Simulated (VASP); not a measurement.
# W (Fm-3m) in VASP: further runs, part 2 of 2

VASP 6.6.1.

## (4) Electric field gradients, PBEsol (16.06 Å³/atom)

This run uses another cell than the first one, of 16.06 Å³/atom.

File INCAR:

```
SYSTEM = W
PREC = Accurate ; ENCUT = 520
EDIFF = 1E-8 ; ISMEAR = -1
SIGMA = 0.05 ; LREAL = .FALSE.
LASPH = .TRUE. ; NELM = 80
ALGO = Normal ; ISIF = 2
LWAVE = .FALSE. ; LCHARG = .FALSE.
GGA = PS ; LEFG = .TRUE.
NBANDS = 13
```

File KPOINTS:

```
regular mesh
0
G
  14 14 14
  0 0 0
```

File POSCAR:

```
W
1.0
    0.0000000000      2.0025642044      2.0025642044
    2.0025642044      0.0000000000      2.0025642044
    2.0025642044      2.0025642044      0.0000000000
W
1
Direct
    0.0000000000      0.0000000000      0.0000000000
```

Potentials or basis: VASP PAW PBE potentials, release 64 (W_sv).

Run with:

```
$ cat potpaw_PBE.64/W_sv/POTCAR > POTCAR
$ mpirun -np 1 vasp_std > vasp.out
```

OUTCAR:

```text
SYSTEM = W
   PREC = Accurate
   ENCUT = 520
   EDIFF = 1E-8
   ISMEAR = -1
   LREAL = .FALSE.
   LASPH = .TRUE.
   NELM = 80
   ISIF = 2
   GGA = PS

 ion  position               nearest neighbor table
   1  0.000  0.000  0.000-

  LATTYP: Found a face centered cubic cell.
 ALAT       =     4.0051284088

  Lattice vectors:

 A1 = (   0.0000000000,   2.0025642044,   2.0025642044)
 A2 = (   2.0025642044,   0.0000000000,   2.0025642044)
 A3 = (   2.0025642044,   2.0025642044,   0.0000000000)

Analysis of symmetry for initial positions (statically):
=====================================================================
 Subroutine PRICEL returns:
 Original cell was already a primitive cell.

 Routine SETGRP: Setting up the symmetry group for a
 face centered cubic supercell.
[... 565 lines left out ...]
  in kB       -8.4109186     -8.4109186     -8.4109186      0.0000000      0.0000000      0.0000000
  external PRESSURE =      -8.4109186 kB  Pullay stress =       0.0000000 kB

 VOLUME and BASIS-vectors are now :
 -----------------------------------------------------------------------------
  energy-cutoff  :      520.00
  volume of cell :       16.06
      direct lattice vectors                 reciprocal lattice vectors
     0.000000000  2.002564204  2.002564204    -0.249679885  0.249679885  0.249679885
     2.002564204  0.000000000  2.002564204     0.249679885 -0.249679885  0.249679885
     2.002564204  2.002564204  0.000000000     0.249679885  0.249679885 -0.249679885

 POSITION                                       TOTAL-FORCE (eV/Angst)
 -----------------------------------------------------------------------------------
      0.00000      0.00000      0.00000        -0.000000     -0.000000     -0.000000
 -----------------------------------------------------------------------------------
    total drift:                               -0.000000      0.000000      0.000000

  FREE ENERGIE OF THE ION-ELECTRON SYSTEM (eV)
  ---------------------------------------------------
  free  energy   TOTEN  =       -13.3153206710 eV

  energy  without entropy=      -13.3053606600  energy(sigma->0) =      -13.31034067

 Electric field gradients (V/A^2)
---------------------------------------------------------------------
 ion       V_xx      V_yy      V_zz      V_xy      V_xz      V_yz
---------------------------------------------------------------------
   1      -0.000    -0.000     0.000    -0.000    -0.000    -0.000
---------------------------------------------------------------------

 Electric field gradients after diagonalization (V/A^2)
 (convention: |V_zz| > |V_xx| > |V_yy|)
----------------------------------------------------------------------
 ion       V_xx      V_yy      V_zz     asymmetry (V_yy - V_xx)/ V_zz
----------------------------------------------------------------------
   1       0.000     0.000    -0.000       0.000
----------------------------------------------------------------------

           NMR quadrupolar parameters

 Cq : quadrupolar parameter    Cq=e*Q*V_zz/h
 eta: asymmetry parameters     (V_yy - V_xx)/ V_zz
 Q  : nuclear electric quadrupole moment in mb (millibarn)
----------------------------------------------------------------------
 ion       Cq(MHz)       eta       Q (mb)
----------------------------------------------------------------------
   1      -0.000       0.000       1.000
----------------------------------------------------------------------
```

OSZICAR:

```text
N       E                     dE             d eps       ncg     rms          rms(c)
DAV:   1     0.826245141094E+02    0.82625E+02   -0.75502E+03  2704   0.123E+03
DAV:   2    -0.122886426424E+02   -0.94913E+02   -0.91468E+02  3024   0.315E+02
DAV:   3    -0.139820198650E+02   -0.16934E+01   -0.16855E+01  2984   0.399E+01
DAV:   4    -0.139890491315E+02   -0.70293E-02   -0.70291E-02  3044   0.288E+00
DAV:   5    -0.139891083740E+02   -0.59243E-04   -0.59242E-04  2994   0.248E-01    0.205E+01
DAV:   6    -0.134544641350E+02    0.53464E+00   -0.44195E-01  2909   0.869E+00    0.805E+00
DAV:   7    -0.133204603315E+02    0.13400E+00   -0.20935E-01  3014   0.560E+00    0.494E-01
DAV:   8    -0.133153553802E+02    0.51050E-02   -0.42228E-03  2739   0.868E-01    0.558E-02
DAV:   9    -0.133153185022E+02    0.36878E-04   -0.77654E-05  3229   0.988E-02    0.384E-02
DAV:  10    -0.133153204902E+02   -0.19880E-05   -0.63719E-06  2869   0.329E-02    0.453E-03
DAV:  11    -0.133153207374E+02   -0.24712E-06   -0.10606E-07  2879   0.367E-03    0.348E-04
DAV:  12    -0.133153206745E+02    0.62902E-07   -0.23483E-09  1947   0.547E-04    0.170E-04
DAV:  13    -0.133153206710E+02    0.34743E-08   -0.13471E-10  1467   0.162E-04
   1 F= -.13315321E+02 E0= -.13310341E+02  d E =-.996001E-02
```

stdout:

```text
POSCAR found type information on POSCAR W
 POSCAR found :  1 types and       1 ions
 scaLAPACK will be used
 -----------------------------------------------------------------------------
|                                                                             |
|                                                                             |
|     You enforced a specific xc type in the INCAR file but a different       |
|     I HOPE YOU KNOW WHAT YOU ARE DOING!                                     |
|                                                                             |
 -----------------------------------------------------------------------------

 LDA part: xc-table for (Slater+PW92), standard interpolation
 POSCAR, INCAR and KPOINTS ok, starting setup
 FFT: planning ... GRIDC
 FFT: planning ... GRID_SOFT
 FFT: planning ... GRID
 WAVECAR not read
 entering main loop
ion   1
```

Run time: 24 s. Hardware: 1 thread of Intel Xeon 8259CL, shared host; peak memory 0.15 GiB.

Results:

| Quantity | Value |
| --- | --- |
| Free energy | -13.3153 eV |
| Pressure | -0.8 GPa |
| Band gap on the k mesh | zero (bands 7 and 8 overlap by 3.78 eV) |
| Largest electric field gradient by atom | zero within the noise of the run |

Levels at points of the mesh, in eV from the Fermi level:
| k point | band 4 | band 5 | band 6 | band 7 | band 8 | band 9 | band 10 | band 11 |
| --- | --- | --- | --- | --- | --- | --- | --- | --- |
| (0.00, 0.00, 0.00) | -37.16 | -9.09 | -0.56 | -0.56 | -0.56 | 2.65 | 2.65 | 12.88 |
| (0.50, 0.00, 0.00) | -37.33 | -5.70 | -0.80 | -0.80 | 0.75 | 5.23 | 5.23 | 10.63 |
| (0.50, 0.50, 0.00) | -37.61 | -5.63 | -4.63 | 3.22 | 5.18 | 5.99 | 5.99 | 11.95 |

Caveat: the PAW data sets were made with another functional, which shifts forces and pressure a little; spin-orbit coupling is left out, which moves the levels of the heavy elements.

## (5) Summary

| cell | gap on the mesh (eV) | pressure (GPa) |
| --- | --- | --- |
| a = 2.812 Å, angles 60.0°, 1 atom | none | 5.8 |
| a = 2.852 Å, angles 60.0°, 1 atom | none | -6.8 |
| a = 2.832 Å, angles 60.0°, 1 atom | none | -0.8 |

Alike in all rows: task electric field gradients; level PBEsol; potentials or basis VASP PAW PBE potentials, release 64 (W_sv); no spin polarisation; k mesh 14 × 14 × 14; cutoff (eV) 520; smearing fermi-dirac 0.05 eV.

Caveats: the PAW data sets were made with another functional, which shifts forces and pressure a little; spin-orbit coupling is left out, which moves the levels of the heavy elements; the cell stands under pressure (at least some runs); the cell stands under tension (at least some runs).

Total energies depend on the potentials used, so only differences within one code and one set of settings carry meaning.
